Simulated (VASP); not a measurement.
A run of VASP 6.6.1 is set up as follows.

The input INCAR:

```
PREC = Accurate
ENCUT = 520
EDIFF = 1E-6
ISMEAR = 0
SIGMA = 0.1
LREAL = F
LASPH = T
NELM = 150
ALGO = Normal
ISIF = 2
LWAVE = F
LCHARG = F
ISPIN = 2
MAGMOM = 7 0 0 0 0 0
LORBIT = 11
LMAXMIX = 6
GGA = PE
NBANDS = 32
```

File KPOINTS:

```
Automatic mesh
0
Gamma
  6 6 6
```

The input POSCAR:

```
GdAl2N3
1.0
    2.8846309661      1.6654424648      3.7640641760
   -2.8846309661      1.6654424648      3.7640641760
    0.0000000000     -3.3308849295      3.7640641760
Gd Al N
1 2 3
Direct
    0.0000000000      0.0000000000      0.0000000000
    0.7670018344      0.7670018344      0.7670018344
    0.2329981656      0.2329981656      0.2329981656
    0.0000000000      0.0000000000      0.5000000000
    0.5000000000      0.0000000000      0.0000000000
    0.0000000000      0.5000000000      0.0000000000
```

Potentials or basis: VASP PAW PBE potentials, release 64 (Gd, Al, N).

Run with:

```bash
$ cat potpaw_PBE.64/Gd/POTCAR potpaw_PBE.64/Al/POTCAR potpaw_PBE.64/N/POTCAR > POTCAR
$ mpirun -np 1 vasp_std > vasp.out
```

Task: What does it give for the pressure?

Result: 0.3 GPa.

Task: What does it give for the net moment?

Result: 6.68 μB per cell.

Task: Estimate the largest force.

Result: 0.017 eV/Å.

Forces on the atoms (eV/Å):
```
Gd   0.000  0.000  0.000
Al   0.000  0.000 -0.017
Al   0.000  0.000  0.017
N    0.000  0.000  0.000
N    0.000  0.000  0.000
N    0.000  0.000  0.000
```

Caveat: a cell with one magnetic atom can't hold antiferromagnetic order, which such compounds often take. The state reached can hang on the start; a lower one may exist.
